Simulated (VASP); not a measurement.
# GaP (F-43m) in VASP: notebook, part 2 of 2

VASP 6.6.1.

## 4. Relaxation of cell and atoms, LDA, target pressure 7 GPa, at which the enthalpy is minimised

Input file INCAR:

```
ALGO = Normal ; EDIFF = 1E-7
EDIFFG = -0.002 ; ENCUT = 600
IBRION = 2 ; ISIF = 3
ISMEAR = 0 ; LASPH = True
LCHARG = False ; LREAL = False
LWAVE = False ; NELM = 80
NSW = 100 ; PREC = Accurate
PSTRESS = 70.0 ; SIGMA = 0.01
```

Input file KPOINTS:

```
k-points
0
Gamma
  8 8 8
```

Input file POSCAR:

```
GaP
1.0
    0.0000000000      2.6956978229      2.6956978229
    2.6956978229      0.0000000000      2.6956978229
    2.6956978229      2.6956978229      0.0000000000
Ga P
1 1
Direct
    0.0000000000      0.0000000000      0.0000000000
    0.7500000000      0.7500000000      0.7500000000
```

Command:

```sh
> cat potpaw_LDA.64/Ga_d/POTCAR potpaw_LDA.64/P/POTCAR > POTCAR
> mpirun -np 1 vasp_std > vasp.out
```

Run time: 38 s. Hardware: 1 thread of Intel Xeon Platinum 8559C (Emerald Rapids), shared host; peak memory 0.16 GiB.

It converged, with:

```
Free energy                                                : -10.3986 eV
Relaxed volume                                             : 18.34 Å³/atom
Relaxed cell                                               : a = 3.729 Å, b = 3.729 Å, c = 3.729 Å, α = 60.00°, β = 60.00°, γ = 60.00°
Space group after relaxing (to 0.1 Å)                      : F-43m (No. 216)
Energy change on relaxing (the run minimises the enthalpy) : +26.1 meV/atom
Ionic steps                                                : 6
Pressure after relaxing                                    : 7.0 GPa
Band gap on the k mesh                                     : 1.28 eV (least direct gap 2.47 eV)
```

The path:
```
step  energy change (eV)  largest force (eV/Å)  pressure (GPa)  volume (Å³)
   1              0.0000                0.0000            0.10        39.18
   2              0.1929                0.0000           14.92        34.58
   3              0.0513                0.0000            6.94        36.70
   4              0.0534                0.0000            7.10        36.65
   5              0.0510                0.0000            6.89        36.70
   6              0.0522                0.0000            7.00        36.68
```

Final structure:
```
CELL_PARAMETERS angstrom
0.00000 2.63705 2.63705
2.63705 0.00000 2.63705
2.63705 2.63705 0.00000
ATOMIC_POSITIONS crystal
Ga 0.00000 0.00000 0.00000
P 0.75000 0.75000 0.75000
```

Levels at points of the mesh, in eV from the valence-band top:
| k point | band 7 | band 8 | band 9 | band 10 | band 11 | band 12 |
| --- | --- | --- | --- | --- | --- | --- |
| (0.00, 0.00, 0.00) | 0.00 | 0.00 | 0.00 | 2.47 | 3.75 | 3.75 |
| (0.50, 0.00, 0.00) | -7.31 | -1.28 | -1.28 | 1.82 | 4.59 | 4.59 |
| (0.50, 0.50, 0.00) | -7.33 | -3.07 | -3.07 | 1.28 | 1.56 | 11.20 |

Caveat: the cell is relaxed towards a set pressure, so the run minimises the enthalpy, not the energy.

## 5. Relaxation of cell and atoms, LDA, target pressure 10 GPa, at which the enthalpy is minimised

Input file INCAR:

```
PREC = Accurate
ENCUT = 600
EDIFF = 1E-6
ISMEAR = 0
SIGMA = 0.01
LREAL = F
LASPH = T
NELM = 80
ALGO = Normal
ISIF = 3
LWAVE = F
LCHARG = F
IBRION = 2
NSW = 100
EDIFFG = -0.002
PSTRESS = 100.0
```

Input file KPOINTS:

```
regular mesh
0
Gamma
  8 8 8
```

POSCAR is that of step 4.

Command:

```sh
> cat potpaw_LDA.64/Ga_d/POTCAR potpaw_LDA.64/P/POTCAR > POTCAR
> mpirun -np 1 vasp_std > vasp.out
```

Wall time 36 s (1 thread of Intel Xeon Platinum 8559C (Emerald Rapids), shared host); peak memory 0.16 GiB.

The run converged. Its results:

| Item | Value |
| --- | --- |
| Free energy | -10.3529 eV |
| Relaxed volume | 17.91 Å³/atom |
| Relaxed cell | a = 3.700 Å, b = 3.700 Å, c = 3.700 Å, α = 60.00°, β = 60.00°, γ = 60.00° |
| Space group after relaxing (to 0.1 Å) | F-43m (No. 216) |
| Energy change on relaxing (the run minimises the enthalpy) | +49.0 meV/atom |
| Ionic steps | 9 |
| Pressure after relaxing | 10.0 GPa |
| Band gap on the k mesh | 1.23 eV (least direct gap 2.68 eV) |

The path:
| step | energy change (eV) | largest force (eV/Å) | pressure (GPa) | volume (Å³) |
| --- | --- | --- | --- | --- |
| 1 | 0.0000 | 0.0000 | 0.07 | 39.18 |
| 2 | 0.4229 | 0.0000 | 24.34 | 32.69 |
| 3 | 0.0943 | 0.0000 | 9.77 | 35.87 |
| 4 | 0.0982 | 0.0000 | 10.03 | 35.81 |
| 5 | 0.0973 | 0.0000 | 9.90 | 35.82 |
| 6 | 0.0980 | 0.0000 | 10.05 | 35.81 |
| 7 | 0.0978 | 0.0000 | 9.94 | 35.81 |
| 8 | 0.0979 | 0.0000 | 9.98 | 35.81 |
| 9 | 0.0980 | 0.0000 | 10.01 | 35.81 |

Final structure:
```
CELL_PARAMETERS angstrom
0.00000 2.61615 2.61615
2.61615 0.00000 2.61615
2.61615 2.61615 0.00000
ATOMIC_POSITIONS crystal
Ga 0.00000 0.00000 0.00000
P 0.75000 0.75000 0.75000
```

Levels at points of the mesh, in eV from the valence-band top:
```tsv
k point	band 7	band 8	band 9	band 10	band 11	band 12
(0.00, 0.00, 0.00)	0.00	0.00	0.00	2.68	3.74	3.74
(0.50, 0.00, 0.00)	-7.47	-1.32	-1.32	1.90	4.58	4.58
(0.50, 0.50, 0.00)	-7.46	-3.17	-3.17	1.23	1.53	11.38
```

Caveat: the cell is relaxed towards a set pressure, so the run minimises the enthalpy, not the energy.

## 6. Relaxation of cell and atoms, LDA, target pressure 15 GPa, at which the enthalpy is minimised

Input file INCAR:

```
SYSTEM = GaP
  PREC = Accurate
  ENCUT = 600
  EDIFF = 1E-6
  ISMEAR = 0
  SIGMA = 0.01
  LREAL = .False.
  LASPH = .True.
  NELM = 80
  ALGO = Normal
  ISIF = 3
  LWAVE = .False.
  LCHARG = .False.
  IBRION = 2
  NSW = 100
  EDIFFG = -0.002
  PSTRESS = 150.0
```

Input file KPOINTS:

```
regular mesh
0
Gamma
  8 8 8
  0 0 0
```

POSCAR is that of step 5.

Potentials or basis: VASP PAW LDA potentials, release 64 (Ga_d, P).

Command:

```sh
> cat potpaw_LDA.64/Ga_d/POTCAR potpaw_LDA.64/P/POTCAR > POTCAR
> mpirun -np 1 vasp_std > vasp.out
```

OUTCAR:

```text
SYSTEM = GaP
   PREC = Accurate
   ENCUT = 600
   EDIFF = 1E-6
   ISMEAR = 0
   LREAL = .False.
   LASPH = .True.
   NELM = 80
   ISIF = 3
   IBRION = 2
   NSW = 100
   EDIFFG = -0.002
   PSTRESS = 150.0

 ion  position               nearest neighbor table
   1  0.000  0.000  0.000-   2 2.33   2 2.33   2 2.33   2 2.33
   2  0.750  0.750  0.750-   1 2.33   1 2.33   1 2.33   1 2.33

  LATTYP: Found a face centered cubic cell.
 ALAT       =     5.3913956458

  Lattice vectors:

 A1 = (   0.0000000000,   2.6956978229,   2.6956978229)
 A2 = (   2.6956978229,   0.0000000000,   2.6956978229)
 A3 = (   2.6956978229,   2.6956978229,   0.0000000000)

Analysis of symmetry for initial positions (statically):
=====================================================================
 Subroutine PRICEL returns:
 Original cell was already a primitive cell.

 Routine SETGRP: Setting up the symmetry group for a
 face centered cubic supercell.

 Subroutine GETGRP returns: Found 24 space group operations
 (whereof 24 operations were pure point group operations)
 out of a pool of 48 trial point group operations.

The static configuration has the point symmetry T_d .

Analysis of symmetry for dynamics (positions and initial velocities):
=====================================================================
[... 386 lines left out ...]

 number of electron      17.9999990 magnetization

 Free energy of the ion-electron system (eV)
  ---------------------------------------------------
  ext. energy  EPLUGINS =         0.00000000
  ---------------------------------------------------
  free energy    TOTEN  =       -10.25665785 eV

  energy without entropy =      -10.25665785  energy(sigma->0) =      -10.25665785

 E-fermi :   6.3657     XC(G=0): -10.8859

 val. band max:        6.2801597650   @ k =   0.0000   0.0000   0.0000
 cond. band min:       7.4186620075   @ k =   0.5000   0.5000   0.0000
 fundamental gap:      1.1385022425
 Fermi energy:         6.3656916561

 k-point     1 :       0.0000    0.0000    0.0000
  band No.  band energies     occupation
      1      -8.8054      2.00000
      2      -8.8054      2.00000
      3      -8.8054      2.00000
      4      -8.6497      2.00000
      5      -8.6497      2.00000
      6      -7.5344      2.00000
      7       6.2802      2.00000
      8       6.2802      2.00000
      9       6.2802      2.00000
     10       9.2605      0.00000
     11       9.9901      0.00000
     12       9.9901      0.00000
     13       9.9901      0.00000
[... 354 lines left out ...]
  band No.  band energies     occupation
      1      -8.9482      2.00000
      2      -8.7573      2.00000
      3      -8.7363      2.00000
      4      -8.6604      2.00000
      5      -8.6380      2.00000
      6      -4.3769      2.00000
      7      -1.0734      2.00000
      8       2.4307      2.00000
      9       3.8454      2.00000
     10      10.0179      0.00000
     11      10.3392      0.00000
     12      13.1096      0.00000
     13      14.5303      0.00000

 [... further k-points ...]

------------------------ aborting loop because EDIFF is reached ----------------------------------------

  FORCE on cell =-STRESS in cart. coord.  units (eV):
  Direction    XX          YY          ZZ          XY          YZ          ZX
  --------------------------------------------------------------------------------------
  -------------------------------------------------------------------------------------
  Total        3.2369450      3.2369450      3.2369450      0.0000000     -0.0000000      0.0000000
  in kB      150.0170489    150.0170489    150.0170489      0.0000000     -0.0000000      0.0000000
  external PRESSURE =       0.0170489 kB  Pullay stress =     150.0000000 kB
[... 21 lines left out ...]
  energy  without entropy=      -10.2566578510  energy(sigma->0) =      -10.25665785

  enthalpy is  TOTEN    =        -7.0200806779 eV   P V=        3.2365771731

 reached required accuracy - stopping structural energy minimisation
```

Wall time 40 s (1 thread of Intel Xeon Platinum 8559C (Emerald Rapids), shared host); peak memory 0.16 GiB.

What came out:

| Quantity | Value |
| --- | --- |
| Free energy | -10.2567 eV |
| Relaxed volume | 17.29 Å³/atom |
| Relaxed cell | a = 3.657 Å, b = 3.657 Å, c = 3.657 Å, α = 60.00°, β = 60.00°, γ = 60.00° |
| Space group after relaxing (to 0.1 Å) | F-43m (No. 216) |
| Energy change on relaxing (the run minimises the enthalpy) | +97.1 meV/atom |
| Ionic steps | 7 |
| Pressure after relaxing | 15.0 GPa |
| Band gap on the k mesh | 1.14 eV (least direct gap 2.98 eV) |

Step by step:
```csv
step,energy change (eV),largest force (eV/Å),pressure (GPa),volume (Å³)
1,0.0000,0.0000,0.07,39.18
2,1.0588,0.0000,45.59,29.71
3,0.1807,0.0000,14.33,34.72
4,0.1928,0.0000,14.96,34.59
5,0.2011,0.0000,15.33,34.50
6,0.1865,0.0000,14.57,34.65
7,0.1942,0.0000,15.00,34.57
```

Final structure:
```cif
data_structure
_symmetry_space_group_name_H-M 'P 1'
_symmetry_Int_Tables_number 1
_cell_length_a 3.6566
_cell_length_b 3.6566
_cell_length_c 3.6566
_cell_angle_alpha 60.000
_cell_angle_beta 60.000
_cell_angle_gamma 60.000
_cell_volume 34.57
loop_
_atom_site_label
_atom_site_type_symbol
_atom_site_fract_x
_atom_site_fract_y
_atom_site_fract_z
_atom_site_occupancy
Ga1 Ga 0.00000 0.00000 0.00000 1
P1 P 0.75000 0.75000 0.75000 1
```

Caveat: the cell is relaxed towards a set pressure, so the run minimises the enthalpy, not the energy.

## 7. Overview

| cell | gap on the mesh (eV) | pressure (GPa) |
| --- | --- | --- |
| relaxed to 2 GPa | 1.39 | 2.0 |
| relaxed to 4 GPa | 1.34 | 4.0 |
| relaxed to 7 GPa | 1.28 | 7.0 |
| relaxed to 10 GPa | 1.23 | 10.0 |
| relaxed to 15 GPa | 1.14 | 15.0 |

Alike in all rows: task relaxation of cell and atoms; level LDA; potentials or basis VASP PAW LDA potentials, release 64 (Ga_d, P); no spin polarisation; k mesh 8 × 8 × 8; cutoff (eV) 600; smearing gaussian 0.01 eV.

Caveats: the cell is relaxed towards a set pressure, so the run minimises the enthalpy, not the energy.

Total energies depend on the potentials used, so only differences within one code and one set of settings carry meaning.
